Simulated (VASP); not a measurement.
# Ti (Pm-3m) in VASP: notebook

The runs below take Ti through single point, with r2SCAN.

Program: VASP 6.6.1. These are calculated values, not measurements. Logs are shortened: lines on timing, memory, paths and dates and some standing lists are left out, and cuts for length are marked.

## Step 1: The cell of the first run

It takes space group Pm-3m (No. 221, cubic). Conventional cell: a = 2.635 Å, b = 2.635 Å, c = 2.635 Å, α = 90.00°, β = 90.00°, γ = 90.00°. Within 3.5 Å of Ti (site symmetry m-3m) lie 6 Ti at 2.63 Å.

This isn't the form of Ti at room conditions, which is hcp.

## Step 2: Single point, r2SCAN

POSCAR

```
Ti
1.0
    2.6345219618      0.0000000000      0.0000000000
    0.0000000000      2.6345219618      0.0000000000
    0.0000000000      0.0000000000      2.6345219618
Ti
1
Direct
    0.0000000000      0.0000000000      0.0000000000
```

INCAR.step1

```
PREC     = Accurate       # precision mode
ENCUT    = 550            # plane-wave cutoff, eV
ISMEAR   = -1             # smearing method
SIGMA    = 0.1            # smearing width, eV
LREAL    = False          # projectors in reciprocal space
LASPH    = True           # aspherical terms in the spheres
NELM     = 120            # most SCF steps
NBANDS   = 12             # bands
GGA      = PE             # functional
ALGO     = Normal         # electronic algorithm
EDIFF    = 1E-5           # SCF threshold, eV
LWAVE    = True           # write WAVECAR
LCHARG   = False          # write CHGCAR
GGA_COMPAT= False
```

INCAR.step2

```
PREC     = Accurate       # precision mode
ENCUT    = 550            # plane-wave cutoff, eV
EDIFF    = 1E-6           # SCF threshold, eV
ISMEAR   = -1             # smearing method
SIGMA    = 0.1            # smearing width, eV
LREAL    = False          # projectors in reciprocal space
LASPH    = True           # aspherical terms in the spheres
NELM     = 120            # most SCF steps
ALGO     = Normal         # electronic algorithm
ISIF     = 2              # what is computed and relaxed
LWAVE    = False          # write WAVECAR
LCHARG   = True           # write CHGCAR
METAGGA  = R2SCAN         # meta-GGA
LMIXTAU  = True         
LELF     = True           # ELF
LVHAR    = True         
NBANDS   = 12             # bands
ISTART   = 1            
GGA_COMPAT= False
```

KPOINTS

```
regular mesh
0
Gamma
  8 8 8
```

Potentials or basis: VASP PAW PBE potentials, release 64 (Ti_sv).

Run with:

```sh
cat potpaw_PBE.64/Ti_sv/POTCAR > POTCAR
cp INCAR.step1 INCAR
mpirun -np 1 vasp_std > vasp.out
cp INCAR.step2 INCAR
mpirun -np 1 vasp_std > vasp.out
```

OUTCAR:

```text
PREC = Accurate
   ENCUT = 550
   EDIFF = 1E-6
   ISMEAR = -1
   LREAL = False
   LASPH = True
   NELM = 120
   ISIF = 2
   METAGGA = R2SCAN
   ISTART = 1

 ion  position               nearest neighbor table
   1  0.000  0.000  0.000-

  LATTYP: Found a simple cubic cell.
 ALAT       =     2.6345219618

  Lattice vectors:

 A1 = (   2.6345219618,   0.0000000000,   0.0000000000)
 A2 = (   0.0000000000,   2.6345219618,   0.0000000000)
 A3 = (   0.0000000000,   0.0000000000,   2.6345219618)

Analysis of symmetry for initial positions (statically):
=====================================================================
 Subroutine PRICEL returns:
 Original cell was already a primitive cell.

 Routine SETGRP: Setting up the symmetry group for a
 simple cubic supercell.

 Subroutine GETGRP returns: Found 48 space group operations
 (whereof 48 operations were pure point group operations)
 out of a pool of 48 trial point group operations.

The static configuration has the point symmetry O_h .

Analysis of symmetry for dynamics (positions and initial velocities):
=====================================================================
 Subroutine PRICEL returns:
 Original cell was already a primitive cell.

 Routine SETGRP: Setting up the symmetry group for a
 simple cubic supercell.

 Subroutine GETGRP returns: Found 48 space group operations
 (whereof 48 operations were pure point group operations)
 out of a pool of 48 trial point group operations.

The dynamic configuration has the point symmetry O_h .

 Subroutine INISYM returns: Found 48 space group operations
 (whereof 48 operations are pure point group operations),
 and found     1 'primitive' translations

----------------------------------------------------------------------------------------

                                     Primitive cell

  volume of cell :      18.2854

  direct lattice vectors                    reciprocal lattice vectors
     2.634521962  0.000000000  0.000000000     0.379575503  0.000000000  0.000000000
     0.000000000  2.634521962  0.000000000     0.000000000  0.379575503  0.000000000
     0.000000000  0.000000000  2.634521962     0.000000000  0.000000000  0.379575503

  length of vectors
     2.634521962  2.634521962  2.634521962     0.379575503  0.379575503  0.379575503

  position of ions in fractional coordinates (direct lattice)
     0.000000000  0.000000000  0.000000000

  ion indices of the primitive-cell ions
   primitive index   ion index
                 1           1

----------------------------------------------------------------------------------------

 KPOINTS: regular mesh

Automatic generation of k-mesh.
 Grid dimensions read from file:
 generate k-points for:    8    8    8

 Generating k-lattice:

  Cartesian coordinates                     Fractional coordinates (reciprocal lattice)
     0.047446938  0.000000000  0.000000000     0.125000000  0.000000000  0.000000000
     0.000000000  0.047446938  0.000000000     0.000000000  0.125000000  0.000000000
     0.000000000  0.000000000  0.047446938     0.000000000  0.000000000  0.125000000

  Length of vectors
     0.047446938  0.047446938  0.047446938

  Shift w.r.t. Gamma in fractional coordinates (k-lattice)
     0.000000000  0.000000000  0.000000000

 Subroutine IBZKPT returns following result:
 ===========================================

 Found     35 irreducible k-points:

 Following reciprocal coordinates:
            Coordinates               Weight
  0.000000  0.000000  0.000000      1.000000
  0.125000  0.000000  0.000000      6.000000
  0.250000  0.000000  0.000000      6.000000
  0.375000  0.000000  0.000000      6.000000
  0.500000  0.000000  0.000000      3.000000
  0.125000  0.125000  0.000000     12.000000
[... 16 lines left out ...]
  0.375000  0.375000  0.125000     24.000000
  0.500000  0.375000  0.125000     24.000000
 [... further k-points ...]
   k-points           NKPTS =     35   k-points in BZ     NKDIM =     35   number of bands    NBANDS=     12
   number of dos      NEDOS =    301   number of ions     NIONS =      1
   total plane-waves  NPLWV =   8000
   dimension x,y,z NGX =    20 NGY =   20 NGZ =   20
   dimension x,y,z NGXF=    40 NGYF=   40 NGZF=   40
   ions per type =               1
   NGX,Y,Z   is equivalent  to a cutoff of  12.62, 12.62, 12.62 a.u.
   NGXF,Y,Z  is equivalent  to a cutoff of  25.24, 25.24, 25.24 a.u.
 SYSTEM =  unknown system
   PREC   = accura    normal or accurate (medium, high low for compatibility)
   ISTART =      1    job   : 0-new  1-cont  2-samecut
   ICHARG =      0    charge: 1-file 2-atom 10-const
   ISPIN  =      1    spin polarized calculation?
   LNONCOLLINEAR =      F non collinear calculations
   LSORBIT =      F    spin-orbit coupling
   LASPH  =      T    aspherical Exc in radial PAW
   ENCUT  =  550.0 eV  40.42 Ry    6.36 a.u.   5.04  5.04  5.04*2*pi/ulx,y,z
   NELM   =    120;   NELMIN=  2; NELMDL=  0     # of ELM steps
[... 13 lines left out ...]
   EMIN   =  10.00;   EMAX   =-10.00  energy-range for DOS
   EFERMI =   0.00;   METHOD = LEGACY
   ISMEAR =    -1;   SIGMA  =   0.10  broadening in eV -4-tet -1-fermi 0-gaus
   EFERMI_NEDOS =   21; number of points for ismear=-14 and -15
   IALGO  =     38    algorithm
   IMIX   =      4    mixing-type and parameters
     AMIX     =   0.40;   BMIX     =  1.00
     AMIX_MAG =   1.60;   BMIX_MAG =  1.00
  volume/ion in A,a.u.               =      18.29       123.40
  Fermi-wavevector in a.u.,A,eV,Ry     =   1.422657  2.688431 27.537537  2.023952
  Thomas-Fermi vector in A             =   2.543337
   LORBIT       =      0    0 simple, 1 ext, 2 COOP (PROOUT), +10 PAW based schemes
   METAGGA = R2SCAN    functional components
   LHFCALC =     F    Hartree Fock is set to
   AEXX    =    0.0000 exact exchange contribution
   IVDW    =     0    specifies the selected vdW correction
   LEPSILON=     F    determine dielectric tensor
   LRPA    =     F    only Hartree local field effects (RPA)
 non-spin polarized calculation
  energy-cutoff  :      550.00
  volume of cell :       18.29
 maximum number of plane-waves:       554
   NGX = 11   NGY = 11   NGZ = 11

 number of electron      11.9999993 magnetization

 Free energy of the ion-electron system (eV)
  ---------------------------------------------------
  ext. energy  EPLUGINS =         0.00000000
  ---------------------------------------------------
  free energy    TOTEN  =       -12.06951148 eV

  energy without entropy =      -12.00359429  energy(sigma->0) =      -12.03655289

 E-fermi :   7.6319     XC(G=0): -12.0161

 val. band max:        7.5805515036   @ k =   0.5000   0.1250   0.1250
 cond. band min:       7.6919299755   @ k =   0.3750   0.3750   0.1250
 fundamental gap:      0.1113784719
 Fermi energy:         7.6319230799

 k-point     1 :       0.0000    0.0000    0.0000
  band No.  band energies     occupation
      1     -51.1960      2.00000
      2     -25.9250      2.00000
      3     -25.9250      2.00000
      4     -25.9250      2.00000
      5       1.5603      2.00000
      6       6.2462      2.00000
      7       6.2462      2.00000
      8      11.9619      0.00000
      9      11.9619      0.00000
     10      11.9619      0.00000
     11      24.3094      0.00000
     12      24.3094      0.00000

 k-point     2 :       0.1250    0.0000    0.0000
  band No.  band energies     occupation
      1     -51.1766      2.00000
      2     -26.0656      2.00000
      3     -25.9133      2.00000
      4     -25.9133      2.00000
      5       1.9767      2.00000
      6       6.3494      1.99999
      7       6.5412      1.99996
      8      11.6274      0.00000
      9      11.6274      0.00000
     10      11.9868      0.00000
     11      21.6542      0.00000
     12      24.9723      0.00000

 k-point     3 :       0.2500    0.0000    0.0000
  band No.  band energies     occupation
      1     -51.1293      2.00000
      2     -26.3969      2.00000
      3     -25.8849      2.00000
      4     -25.8849      2.00000
      5       3.1049      2.00000
      6       6.6096      1.99993
      7       7.2139      1.96987
      8      10.9056      0.00000
      9      10.9056      0.00000
     10      12.0474      0.00000
     11      18.2278      0.00000
     12      26.6929      0.00000
[... 286 lines left out ...]
 k-point    23 :       0.3750    0.3750    0.1250
  band No.  band energies     occupation
      1     -50.9534      2.00000
      2     -26.5959      2.00000
      3     -26.5808      2.00000
      4     -25.9169      2.00000
      5       5.4365      2.00000
      6       7.6919      0.70866
      7       9.4294      0.00000
      8       9.4986      0.00000
      9      11.0713      0.00000
     10      12.2386      0.00000
     11      16.5439      0.00000
     12      20.1173      0.00000

 k-point    24 :       0.5000    0.3750    0.1250
  band No.  band energies     occupation
      1     -50.9343      2.00000
      2     -26.7107      2.00000
      3     -26.5691      2.00000
      4     -25.9046      2.00000
      5       5.3235      2.00000
      6       7.8969      0.13196
      7       9.2843      0.00000
      8       9.5410      0.00000
      9      11.4908      0.00000
     10      13.7407      0.00000
     11      14.9674      0.00000
     12      20.3468      0.00000

 [... further k-points ...]
[... 5 lines left out ...]
  --------------------------------------------------------------------------------------
  -------------------------------------------------------------------------------------
  Total        0.0470963      0.0470963      0.0470963     -0.0000000      0.0000000     -0.0000000
  in kB        4.1265925      4.1265925      4.1265925     -0.0000000      0.0000000     -0.0000000
  external PRESSURE =       4.1265925 kB  Pullay stress =       0.0000000 kB

 VOLUME and BASIS-vectors are now :
 -----------------------------------------------------------------------------
  energy-cutoff  :      550.00
  volume of cell :       18.29
      direct lattice vectors                 reciprocal lattice vectors
     2.634521962  0.000000000  0.000000000     0.379575503  0.000000000  0.000000000
     0.000000000  2.634521962  0.000000000     0.000000000  0.379575503  0.000000000
     0.000000000  0.000000000  2.634521962     0.000000000  0.000000000  0.379575503

 POSITION                                       TOTAL-FORCE (eV/Angst)
 -----------------------------------------------------------------------------------
      0.00000      0.00000      0.00000         0.000000      0.000000      0.000000
 -----------------------------------------------------------------------------------
    total drift:                               -0.000000      0.000000      0.000000

  FREE ENERGIE OF THE ION-ELECTRON SYSTEM (eV)
  ---------------------------------------------------
  free  energy   TOTEN  =       -12.0695114830 eV

  energy  without entropy=      -12.0035942930  energy(sigma->0) =      -12.03655289
```

Wall time 58 s (1 thread of Intel Xeon 8259CL, shared host); peak memory 0.13 GiB.

Results:

| Item | Value |
| --- | --- |
| Free energy | -12.0695 eV |
| Pressure | 0.4 GPa |
| Band gap on the k mesh | zero (bands 6 and 7 overlap by 2.06 eV) |

Caveat: the PAW data sets were made with another functional, which shifts forces and pressure a little.

## Step 3: Single point, r2SCAN

This run uses another cell than the first one, of 18.10 Å³/atom.

POSCAR

```
Ti
1.0
    2.6257107857      0.0000000000      0.0000000000
    0.0000000000      2.6257107857      0.0000000000
    0.0000000000      0.0000000000      2.6257107857
Ti
1
Direct
    0.0000000000      0.0000000000      0.0000000000
```

INCAR.step1

```
  ALGO = Normal
  EDIFF = 1E-5
  ENCUT = 550
  GGA = PE
  GGA_COMPAT = F
  ISMEAR = -1
  LASPH = T
  LCHARG = F
  LREAL = F
  LWAVE = T
  NBANDS = 12
  NELM = 120
  PREC = Accurate
  SIGMA = 0.1
```

INCAR.step2

```
  ALGO = Normal
  EDIFF = 1E-6
  ENCUT = 550
  GGA_COMPAT = F
  ISIF = 2
  ISMEAR = -1
  ISTART = 1
  LASPH = T
  LCHARG = F
  LMIXTAU = T
  LREAL = F
  LWAVE = F
  METAGGA = R2SCAN
  NBANDS = 12
  NELM = 120
  PREC = Accurate
  SIGMA = 0.1
```

KPOINTS

```
k-points
0
Gamma
  8 8 8
```

Potentials or basis: VASP PAW PBE potentials, release 64 (Ti_sv).

Run with:

```sh
cat potpaw_PBE.64/Ti_sv/POTCAR > POTCAR
cp INCAR.step1 INCAR
mpirun -np 1 vasp_std > vasp.out
cp INCAR.step2 INCAR
mpirun -np 1 vasp_std > vasp.out
```

Wall time 58 s (1 thread of Intel Xeon 8259CL, shared host); peak memory 0.13 GiB.

Results (log left out):

```
Free energy            : -12.0685 eV
Pressure               : 1.3 GPa
Band gap on the k mesh : zero (bands 6 and 7 overlap by 2.09 eV)
```

Levels at points of the mesh, in eV from the Fermi level:
```csv
k point,band 2,band 3,band 4,band 5,band 6,band 7,band 8,band 9,band 10,band 11
"(0.00, 0.00, 0.00)",-33.53,-33.53,-33.53,-6.09,-1.41,-1.41,4.37,4.37,4.37,16.79
"(0.50, 0.00, 0.00)",-34.48,-33.45,-33.45,-1.90,-0.64,-0.45,2.42,2.42,4.55,7.72
"(0.50, 0.50, 0.00)",-34.34,-34.34,-33.37,-2.81,-0.10,2.86,2.86,5.31,5.46,5.46
"(0.50, 0.50, 0.50)",-34.21,-34.21,-34.21,-1.09,-1.09,-1.09,5.42,5.42,9.27,12.22
```

Caveat: the PAW data sets were made with another functional, which shifts forces and pressure a little.

## Step 4: Single point, r2SCAN

POSCAR

```
Ti
1.0
    2.6345219618      0.0000000000      0.0000000000
    0.0000000000      2.6345219618      0.0000000000
    0.0000000000      0.0000000000      2.6345219618
Ti
1
Direct
    0.0000000000      0.0000000000      0.0000000000
```

INCAR.step1

```
SYSTEM = Ti
PREC     = Accurate       ! precision mode
ENCUT    = 550            ! plane-wave cutoff, eV
ISMEAR   = -1             ! smearing method
SIGMA    = 0.1            ! smearing width, eV
LREAL    = .False.        ! projectors in reciprocal space
LASPH    = .True.         ! aspherical terms in the spheres
NELM     = 120            ! most SCF steps
NBANDS   = 12             ! bands
GGA      = PE             ! functional
ALGO     = Normal         ! electronic algorithm
EDIFF    = 1E-5           ! SCF threshold, eV
LWAVE    = .True.         ! write WAVECAR
LCHARG   = .False.        ! write CHGCAR
GGA_COMPAT= .False.
```

INCAR.step2

```
SYSTEM = Ti
PREC     = Accurate       ! precision mode
ENCUT    = 550            ! plane-wave cutoff, eV
EDIFF    = 1E-6           ! SCF threshold, eV
ISMEAR   = -1             ! smearing method
SIGMA    = 0.1            ! smearing width, eV
LREAL    = .False.        ! projectors in reciprocal space
LASPH    = .True.         ! aspherical terms in the spheres
NELM     = 120            ! most SCF steps
ALGO     = Normal         ! electronic algorithm
ISIF     = 2              ! what is computed and relaxed
LWAVE    = .False.        ! write WAVECAR
LCHARG   = .True.         ! write CHGCAR
METAGGA  = R2SCAN         ! meta-GGA
LMIXTAU  = .True.       
LELF     = .True.         ! ELF
LVHAR    = .True.       
NBANDS   = 12             ! bands
ISTART   = 1            
GGA_COMPAT= .False.
```

KPOINTS

```
Automatic mesh
0
Gamma
  8 8 8
  0 0 0
```

Run with:

```sh
cat potpaw_PBE.64/Ti_sv/POTCAR > POTCAR
cp INCAR.step1 INCAR
mpirun -np 1 vasp_std > vasp.out
cp INCAR.step2 INCAR
mpirun -np 1 vasp_std > vasp.out
```

Run time: 60 s. Hardware: 1 thread of Intel Xeon 8259CL, shared host; peak memory 0.13 GiB.

It converged, with:

| Quantity | Value |
| --- | --- |
| Free energy | -12.0695 eV |
| Pressure | 0.4 GPa |
| Band gap on the k mesh | zero (bands 6 and 7 overlap by 2.06 eV) |

Levels at points of the mesh, in eV from the Fermi level:
```csv
k point,band 4,band 5,band 6,band 7,band 8,band 9
"(0.00, 0.00, 0.00)",-33.56,-6.07,-1.39,-1.39,4.33,4.33
"(0.50, 0.00, 0.00)",-33.48,-1.90,-0.62,-0.46,2.40,2.40
"(0.50, 0.50, 0.00)",-33.40,-2.76,-0.10,2.84,2.84,5.25
"(0.50, 0.50, 0.50)",-34.22,-1.06,-1.06,-1.06,5.36,5.36
```

Caveat: the PAW data sets were made with another functional, which shifts forces and pressure a little.

## Step 5: Single point, r2SCAN

This run uses another cell than the first one, of 18.47 Å³/atom.

POSCAR

```
Ti
1.0
    2.6432745907      0.0000000000      0.0000000000
    0.0000000000      2.6432745907      0.0000000000
    0.0000000000      0.0000000000      2.6432745907
Ti
1
Direct
    0.0000000000      0.0000000000      0.0000000000
```

INCAR.step1

```
SYSTEM = Ti
ALGO     = Normal         ! electronic algorithm
EDIFF    = 1E-5           ! SCF threshold, eV
ENCUT    = 550            ! plane-wave cutoff, eV
GGA      = PE             ! functional
GGA_COMPAT= .False.      
ISMEAR   = -1             ! smearing method
LASPH    = .True.         ! aspherical terms in the spheres
LCHARG   = .False.        ! write CHGCAR
LREAL    = .False.        ! projectors in reciprocal space
LWAVE    = .True.         ! write WAVECAR
NBANDS   = 12             ! bands
NELM     = 120            ! most SCF steps
PREC     = Accurate       ! precision mode
SIGMA    = 0.1            ! smearing width, eV
```

INCAR.step2

```
SYSTEM = Ti
ALGO     = Normal         ! electronic algorithm
EDIFF    = 1E-6           ! SCF threshold, eV
ENCUT    = 550            ! plane-wave cutoff, eV
GGA_COMPAT= .False.      
ISIF     = 2              ! what is computed and relaxed
ISMEAR   = -1             ! smearing method
ISTART   = 1            
LASPH    = .True.         ! aspherical terms in the spheres
LCHARG   = .False.        ! write CHGCAR
LMIXTAU  = .True.       
LREAL    = .False.        ! projectors in reciprocal space
LWAVE    = .False.        ! write WAVECAR
METAGGA  = R2SCAN         ! meta-GGA
NBANDS   = 12             ! bands
NELM     = 120            ! most SCF steps
PREC     = Accurate       ! precision mode
SIGMA    = 0.1            ! smearing width, eV
```

KPOINTS

```
k-points
0
Gamma
  8 8 8
  0 0 0
```

Run with:

```sh
cat potpaw_PBE.64/Ti_sv/POTCAR > POTCAR
cp INCAR.step1 INCAR
mpirun -np 1 vasp_std > vasp.out
cp INCAR.step2 INCAR
mpirun -np 1 vasp_std > vasp.out
```

It took 69 s on 1 thread of Intel Xeon 8259CL, shared host; peak memory 0.13 GiB.

It converged, with:

| Quantity | Value |
| --- | --- |
| Free energy | -12.0696 eV |
| Pressure | -0.4 GPa |
| Band gap on the k mesh | zero (bands 6 and 7 overlap by 2.03 eV) |

Levels at points of the mesh, in eV from the Fermi level:
```
           k point  band 2  band 3  band 4  band 5  band 6  band 7  band 8  band 9  band 10  band 11
(0.00, 0.00, 0.00)  -33.58  -33.58  -33.58   -6.05   -1.36   -1.36    4.29    4.29     4.29    16.57
(0.50, 0.00, 0.00)  -34.48  -33.50  -33.50   -1.90   -0.61   -0.47    2.38    2.38     4.46     7.54
(0.50, 0.50, 0.00)  -34.34  -34.34  -33.43   -2.71   -0.10    2.81    2.81    5.19     5.34     5.34
(0.50, 0.50, 0.50)  -34.22  -34.22  -34.22   -1.04   -1.04   -1.04    5.29    5.29     9.24    11.95
```

Caveat: the PAW data sets were made with another functional, which shifts forces and pressure a little.

## Step 6: Overview

| cell | gap on the mesh (eV) | pressure (GPa) |
| --- | --- | --- |
| a = 2.635 Å, 1 atom | none | 0.4 |
| a = 2.626 Å, 1 atom | none | 1.3 |
| a = 2.643 Å, 1 atom | none | -0.4 |

Alike in all rows: task single point; level r2SCAN; potentials or basis VASP PAW PBE potentials, release 64 (Ti_sv); no spin polarisation; k mesh 8 × 8 × 8; cutoff (eV) 550; smearing fermi-dirac 0.1 eV.

Caveats: the PAW data sets were made with another functional, which shifts forces and pressure a little.

Total energies depend on the potentials used, so only differences within one code and one set of settings carry meaning.

The gap in the log of VASP goes by the Fermi energy; the results here count the filled bands.